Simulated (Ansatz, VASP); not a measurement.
CaH4: VASP beside Ansatz

INCAR

```
SYSTEM = CaH4
PREC = Accurate
ENCUT = 500
EDIFF = 1E-6
ISMEAR = 0
SIGMA = 0.03
LREAL = .FALSE.
LASPH = .TRUE.
NELM = 120
ALGO = Normal
ISIF = 2
LWAVE = .FALSE.
LCHARG = .FALSE.
GGA = PS
NBANDS = 15
GGA_COMPAT = .FALSE.
```

File KPOINTS:

```
regular mesh
0
G
  10 10 10
  0 0 0
```

POSCAR

```
CaH4
1.0
   -1.6423997432      1.6423997432      2.7535200863
    1.6423997432     -1.6423997432      2.7535200863
    1.6423997432      1.6423997432     -2.7535200863
Ca H
1 4
Direct
    0.0000000000      0.0000000000      0.0000000000
    0.7500000000      0.2500000000      0.5000000000
    0.2500000000      0.7500000000      0.5000000000
    0.4115921703      0.4115921703      0.0000000000
    0.5884078297      0.5884078297      0.0000000000
```

Input for Ansatz:

```yaml
crystal:
  lattice:
    - [-1.6423997432, 1.6423997432, 2.7535200863]
    - [1.6423997432, -1.6423997432, 2.7535200863]
    - [1.6423997432, 1.6423997432, -2.7535200863]
  atoms:
    - { symbol: Ca, position: [0.0, 0.0, 0.0] }
    - { symbol: H, position: [0.75, 0.25, 0.5] }
    - { symbol: H, position: [0.25, 0.75, 0.5] }
    - { symbol: H, position: [0.4115921703, 0.4115921703, 0.0] }
    - { symbol: H, position: [0.5884078297, 0.5884078297, 0.0] }
scf:
  occupations: { method: gaussian, width: 0.03 }
output:
  forces: true
  stress: true
  eigenvalues: true
hamiltonian:
  xc: pbesol
basis:
  ecutwfc: 600
kpoints:
  mp_grid: { grid: [10, 10, 10] }
```

Alike in both runs: task single point; functional PBEsol; k mesh 10 × 10 × 10; occupations gaussian, width 0.03 eV; no spin polarisation.

```csv
,VASP,Ansatz
version,VASP 6.6.1,Ansatz 0.2.0
potentials or method,"VASP PAW PBE potentials, release 64 (Ca_sv, H), cutoff 500 eV","scalar-relativistic, plane waves, PAW"
valence electrons in the cell,14,14
```

Ansatz gave:

```
gap on the k mesh at the Fermi level (eV)                     : none
pressure (GPa)                                                : 20.4
traceless stress, the component that is largest in VASP (GPa) : -3.78
rms of the force components (eV/Å)                            : 0.801
```

Question: Which values does VASP return?

Answer: gap on the k mesh at the Fermi level (eV): none; pressure (GPa): 20.6; traceless stress, the component that is largest in VASP (GPa): -3.71; rms of the force components (eV/Å): 0.800.

VASP's potentials were made for PBE, not for PBEsol. Atom by atom the forces differ by 0.001 eV/Å (rms over components). A gap of «none» marks a metal or a gap that the smearing closes. The functional is the same, so the differences come from potentials, cutoffs and numerics.
